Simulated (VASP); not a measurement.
# RbCl (Fm-3m) in VASP: single point with PBE

Aim: the single point of RbCl with PBE.

Everything below comes from runs of VASP 6.6.1. Logs are shortened: lines on timing, memory, paths and dates and some standing lists are left out, and cuts for length are marked.

### 1 The cell of the first run

The structure is cubic, space group Fm-3m (No. 225). The conventional cell has a = 6.548 Å, b = 6.548 Å, c = 6.548 Å, α = 90.00°, β = 90.00°, γ = 90.00°. Within 4.3 Å of Rb (site symmetry m-3m) lie 6 Cl at 3.27 Å. Within 4.3 Å of Cl (site symmetry m-3m) lie 6 Rb at 3.27 Å.

### 2 Single point, PBE

INCAR reads:

```
SYSTEM = RbCl
PREC = Accurate
ENCUT = 500
EDIFF = 1E-6
ISMEAR = 0
SIGMA = 0.01
LREAL = .False.
LASPH = .True.
NELM = 120
ALGO = Normal
ISIF = 2
LWAVE = .False.
LCHARG = .False.
GGA = PE
NBANDS = 15
GGA_COMPAT = .False.
```

KPOINTS reads:

```
regular mesh
0
Gamma
  4 4 4
  0 0 0
```

POSCAR reads:

```
RbCl
1.0
    0.0000000000      3.2740000000      3.2740000000
    3.2740000000      0.0000000000      3.2740000000
    3.2740000000      3.2740000000      0.0000000000
Rb Cl
1 1
Direct
    0.0000000000      0.0000000000      0.0000000000
    0.5000000000      0.5000000000      0.5000000000
```

Potentials or basis: VASP PAW PBE potentials, release 64 (Rb_sv, Cl).

Started as:

```sh
$ cat potpaw_PBE.64/Rb_sv/POTCAR potpaw_PBE.64/Cl/POTCAR > POTCAR
$ mpirun -np 1 vasp_std > vasp.out
```

OUTCAR:

```text
SYSTEM = RbCl
   PREC = Accurate
   ENCUT = 500
   EDIFF = 1E-6
   ISMEAR = 0
   LREAL = .False.
   LASPH = .True.
   NELM = 120
   ISIF = 2
   GGA = PE

 ion  position               nearest neighbor table
   1  0.000  0.000  0.000-   2 3.27   2 3.27   2 3.27   2 3.27   2 3.27   2 3.27
   2  0.500  0.500  0.500-   1 3.27   1 3.27   1 3.27   1 3.27   1 3.27   1 3.27

  LATTYP: Found a face centered cubic cell.
 ALAT       =     6.5480000000

  Lattice vectors:

 A1 = (   0.0000000000,   3.2740000000,   3.2740000000)
 A2 = (   3.2740000000,   0.0000000000,   3.2740000000)
 A3 = (   3.2740000000,   3.2740000000,   0.0000000000)

Analysis of symmetry for initial positions (statically):
=====================================================================
 Subroutine PRICEL returns:
 Original cell was already a primitive cell.

 Routine SETGRP: Setting up the symmetry group for a
 face centered cubic supercell.

 Subroutine GETGRP returns: Found 48 space group operations
 (whereof 48 operations were pure point group operations)
 out of a pool of 48 trial point group operations.

The static configuration has the point symmetry O_h .

Analysis of symmetry for dynamics (positions and initial velocities):
=====================================================================
 Subroutine PRICEL returns:
 Original cell was already a primitive cell.

 Routine SETGRP: Setting up the symmetry group for a
 face centered cubic supercell.

 Subroutine GETGRP returns: Found 48 space group operations
 (whereof 48 operations were pure point group operations)
 out of a pool of 48 trial point group operations.

The dynamic configuration has the point symmetry O_h .

 Subroutine INISYM returns: Found 48 space group operations
 (whereof 48 operations are pure point group operations),
 and found     1 'primitive' translations

----------------------------------------------------------------------------------------

                                     Primitive cell

  volume of cell :      70.1885

  direct lattice vectors                    reciprocal lattice vectors
     0.000000000  3.274000000  3.274000000    -0.152718387  0.152718387  0.152718387
     3.274000000  0.000000000  3.274000000     0.152718387 -0.152718387  0.152718387
     3.274000000  3.274000000  0.000000000     0.152718387  0.152718387 -0.152718387

  length of vectors
     4.630135203  4.630135203  4.630135203     0.264516006  0.264516006  0.264516006

  position of ions in fractional coordinates (direct lattice)
     0.000000000  0.000000000  0.000000000
     0.500000000  0.500000000  0.500000000

  ion indices of the primitive-cell ions
   primitive index   ion index
                 1           1
                 2           2

----------------------------------------------------------------------------------------

 KPOINTS: regular mesh

Automatic generation of k-mesh.
 Grid dimensions read from file:
 generate k-points for:    4    4    4

 Generating k-lattice:

  Cartesian coordinates                     Fractional coordinates (reciprocal lattice)
    -0.038179597  0.038179597  0.038179597     0.250000000  0.000000000  0.000000000
     0.038179597 -0.038179597  0.038179597     0.000000000  0.250000000  0.000000000
     0.038179597  0.038179597 -0.038179597     0.000000000  0.000000000  0.250000000

  Length of vectors
     0.066129002  0.066129002  0.066129002

  Shift w.r.t. Gamma in fractional coordinates (k-lattice)
     0.000000000  0.000000000  0.000000000

 Subroutine IBZKPT returns following result:
 ===========================================

 Found      8 irreducible k-points:

 Following reciprocal coordinates:
            Coordinates               Weight
  0.000000  0.000000  0.000000      1.000000
  0.250000  0.000000  0.000000      8.000000
  0.500000  0.000000  0.000000      4.000000
  0.250000  0.250000  0.000000      6.000000
  0.500000  0.250000  0.000000     24.000000
 -0.250000  0.250000  0.000000     12.000000
  0.500000  0.500000  0.000000      3.000000
 -0.250000  0.500000  0.250000      6.000000
   k-points           NKPTS =      8   k-points in BZ     NKDIM =      8   number of bands    NBANDS=     15
   number of dos      NEDOS =    301   number of ions     NIONS =      2
   total plane-waves  NPLWV =  46656
   dimension x,y,z NGX =    36 NGY =   36 NGZ =   36
   dimension x,y,z NGXF=    72 NGYF=   72 NGZF=   72
   ions per type =               1   1
   NGX,Y,Z   is equivalent  to a cutoff of  12.93, 12.93, 12.93 a.u.
   NGXF,Y,Z  is equivalent  to a cutoff of  25.85, 25.85, 25.85 a.u.
 SYSTEM =  RbCl
   PREC   = accura    normal or accurate (medium, high low for compatibility)
   ISTART =      0    job   : 0-new  1-cont  2-samecut
   ICHARG =      2    charge: 1-file 2-atom 10-const
   ISPIN  =      1    spin polarized calculation?
   LNONCOLLINEAR =      F non collinear calculations
   LSORBIT =      F    spin-orbit coupling
   LASPH  =      T    aspherical Exc in radial PAW
   ENCUT  =  500.0 eV  36.75 Ry    6.06 a.u.   8.44  8.44  8.44*2*pi/ulx,y,z
   NELM   =    120;   NELMIN=  2; NELMDL= -5     # of ELM steps
   EDIFF  = 0.1E-05   stopping-criterion for ELM
   LREAL  =      F    real-space projection
   EDIFFG = 0.1E-04   stopping-criterion for IOM
   NSW    =      0    number of steps for IOM
   IBRION =     -1    ionic relax: 0-MD 1-quasi-New 2-CG
   NFREE  =      0    steps in history (QN), initial steepest desc. (CG)
   ISIF   =      2    stress and relaxation
   ISYM   =      2    0-nonsym 1-usesym 2-fastsym
   POTIM  = 0.5000    time-step for ionic-motion
   TEBEG  =    0.0;   TEEND  =   0.0 temperature during run
   PSTRESS=    0.0 pullay stress
   NELECT =      16.0000    total number of electrons
   NUPDOWN=      -1.0000    fix difference up-down
   EMIN   =  10.00;   EMAX   =-10.00  energy-range for DOS
   EFERMI =   0.00;   METHOD = LEGACY
   ISMEAR =     0;   SIGMA  =   0.01  broadening in eV -4-tet -1-fermi 0-gaus
   EFERMI_NEDOS =   21; number of points for ismear=-14 and -15
   IALGO  =     38    algorithm
   IMIX   =      4    mixing-type and parameters
     AMIX     =   0.40;   BMIX     =  1.00
     AMIX_MAG =   1.60;   BMIX_MAG =  1.00
  volume/ion in A,a.u.               =      35.09       236.83
  Fermi-wavevector in a.u.,A,eV,Ry     =   1.000060  1.889840 13.607465  1.000120
  Thomas-Fermi vector in A             =   2.132392
   LORBIT       =      0    0 simple, 1 ext, 2 COOP (PROOUT), +10 PAW based schemes
   GGA     = PE    functional components
   LHFCALC =     F    Hartree Fock is set to
   AEXX    =    0.0000 exact exchange contribution
   IVDW    =     0    specifies the selected vdW correction
   LEPSILON=     F    determine dielectric tensor
   LRPA    =     F    only Hartree local field effects (RPA)
 non-spin polarized calculation
 Gauss-broadening in eV      SIGMA  =   0.01
  energy-cutoff  :      500.00
  volume of cell :       70.19
 maximum number of plane-waves:      1812
 NGX is ok and might be reduce to    36
   NGX = 17   NGY = 17   NGZ = 17

 number of electron      16.0000001 magnetization

 Free energy of the ion-electron system (eV)
  ---------------------------------------------------
  ext. energy  EPLUGINS =         0.00000000
  ---------------------------------------------------
  free energy    TOTEN  =        -6.65801177 eV

  energy without entropy =       -6.65801177  energy(sigma->0) =       -6.65801177

 E-fermi :  -1.7319     XC(G=0):  -7.4133

 val. band max:       -1.8201435211   @ k =   0.0000   0.0000   0.0000
 cond. band min:       3.2265044452   @ k =   0.0000   0.0000   0.0000
 fundamental gap:      5.0466479663
 Fermi energy:        -1.7318955487

 k-point     1 :       0.0000    0.0000    0.0000
  band No.  band energies     occupation
      1     -25.7071      2.00000
      2     -13.8321      2.00000
      3      -9.7558      2.00000
      4      -9.7558      2.00000
      5      -9.7558      2.00000
      6      -1.8201      2.00000
      7      -1.8201      2.00000
      8      -1.8201      2.00000
      9       3.2265      0.00000
     10       6.1833      0.00000
     11       6.1833      0.00000
     12       6.1833      0.00000
     13       7.1766      0.00000
     14       7.1766      0.00000
     15      10.3367      0.00000

 k-point     2 :       0.2500    0.0000    0.0000
  band No.  band energies     occupation
      1     -25.6985      2.00000
      2     -13.8661      2.00000
      3      -9.7621      2.00000
      4      -9.7621      2.00000
      5      -9.7405      2.00000
      6      -2.3122      2.00000
      7      -2.0028      2.00000
      8      -2.0028      2.00000
      9       4.5058      0.00000
     10       5.9672      0.00000
     11       6.9541      0.00000
     12       6.9541      0.00000
     13       8.0698      0.00000
     14       8.0698      0.00000
     15      11.9552      0.00000

 k-point     3 :       0.5000    0.0000    0.0000
  band No.  band energies     occupation
      1     -25.6898      2.00000
      2     -13.8997      2.00000
      3      -9.7683      2.00000
      4      -9.7683      2.00000
      5      -9.7256      2.00000
      6      -2.7047      2.00000
      7      -2.1722      2.00000
      8      -2.1722      2.00000
      9       5.9821      0.00000
     10       6.2107      0.00000
     11       8.3870      0.00000
     12       8.3870      0.00000
     13       9.6018      0.00000
     14       9.6018      0.00000
     15      10.3330      0.00000

 k-point     4 :       0.2500    0.2500    0.0000
  band No.  band energies     occupation
      1     -25.6958      2.00000
      2     -13.8434      2.00000
      3      -9.8089      2.00000
      4      -9.8089      2.00000
      5      -9.7697      2.00000
      6      -2.3635      2.00000
      7      -1.8891      2.00000
      8      -1.8891      2.00000
      9       4.6011      0.00000
     10       5.0656      0.00000
     11       7.6597      0.00000
     12       7.7266      0.00000
     13       7.7266      0.00000
     14       8.5918      0.00000
     15      11.5538      0.00000

 k-point     5 :       0.5000    0.2500    0.0000
  band No.  band energies     occupation
      1     -25.6874      2.00000
      2     -13.8423      2.00000
      3      -9.8939      2.00000
      4      -9.8160      2.00000
      5      -9.8015      2.00000
      6      -2.3686      2.00000
      7      -2.1122      2.00000
      8      -2.0468      2.00000
      9       5.2812      0.00000
     10       6.1917      0.00000
     11       8.0791      0.00000
     12       8.5152      0.00000
     13       8.7036      0.00000
     14       9.2611      0.00000
     15       9.9699      0.00000

 k-point     6 :      -0.2500    0.2500    0.0000
  band No.  band energies     occupation
      1     -25.6901      2.00000
      2     -13.8653      2.00000
      3      -9.8773      2.00000
      4      -9.7693      2.00000
      5      -9.7408      2.00000
      6      -2.5150      2.00000
      7      -2.1542      2.00000
      8      -1.9973      2.00000
      9       5.6119      0.00000
     10       5.9705      0.00000
     11       7.6468      0.00000
     12       7.7785      0.00000
     13       8.6538      0.00000
     14       9.6515      0.00000
     15      10.1256      0.00000

 k-point     7 :       0.5000    0.5000    0.0000
  band No.  band energies     occupation
      1     -25.6851      2.00000
      2     -13.7829      2.00000
      3     -10.0282      2.00000
      4      -9.8626      2.00000
      5      -9.8626      2.00000
      6      -2.1389      2.00000
      7      -1.9205      2.00000
      8      -1.9205      2.00000
      9       4.3772      0.00000
     10       6.3164      0.00000
     11       7.9795      0.00000
     12       8.2864      0.00000
     13       8.6422      0.00000
     14       9.9747      0.00000
     15       9.9747      0.00000

 k-point     8 :      -0.2500    0.5000    0.2500
  band No.  band energies     occupation
      1     -25.6848      2.00000
      2     -13.8177      2.00000
      3      -9.9457      2.00000
      4      -9.9457      2.00000
      5      -9.7421      2.00000
      6      -2.2757      2.00000
      7      -2.0584      2.00000
      8      -2.0584      2.00000
      9       5.8750      0.00000
     10       5.8750      0.00000
     11       7.6096      0.00000
     12       7.6101      0.00000
     13       9.7990      0.00000
     14      10.0202      0.00000
     15      10.5617      0.00000

------------------------ aborting loop because EDIFF is reached ----------------------------------------

  FORCE on cell =-STRESS in cart. coord.  units (eV):
  Direction    XX          YY          ZZ          XY          YZ          ZX
  --------------------------------------------------------------------------------------
  -------------------------------------------------------------------------------------
  Total        0.5047811      0.5047811      0.5047811     -0.0000000     -0.0000000      0.0000000
  in kB       11.5225245     11.5225245     11.5225245     -0.0000000     -0.0000000      0.0000000
  external PRESSURE =      11.5225245 kB  Pullay stress =       0.0000000 kB

 VOLUME and BASIS-vectors are now :
 -----------------------------------------------------------------------------
  energy-cutoff  :      500.00
  volume of cell :       70.19
      direct lattice vectors                 reciprocal lattice vectors
     0.000000000  3.274000000  3.274000000    -0.152718387  0.152718387  0.152718387
     3.274000000  0.000000000  3.274000000     0.152718387 -0.152718387  0.152718387
     3.274000000  3.274000000  0.000000000     0.152718387  0.152718387 -0.152718387

 POSITION                                       TOTAL-FORCE (eV/Angst)
 -----------------------------------------------------------------------------------
      0.00000      0.00000      0.00000        -0.000000      0.000000      0.000000
      3.27400      3.27400      3.27400         0.000000     -0.000000     -0.000000
 -----------------------------------------------------------------------------------
    total drift:                                0.000000      0.000000      0.000000

  FREE ENERGIE OF THE ION-ELECTRON SYSTEM (eV)
  ---------------------------------------------------
  free  energy   TOTEN  =        -6.6580117669 eV

  energy  without entropy=       -6.6580117669  energy(sigma->0) =       -6.65801177
```

It took 28 s on 1 thread of AMD EPYC 7R13, shared host; peak memory 0.17 GiB.

Results:

| Property | Result |
| --- | --- |
| Free energy | -6.6580 eV |
| Pressure | 1.2 GPa |
| Band gap on the k mesh | 5.05 eV, direct |
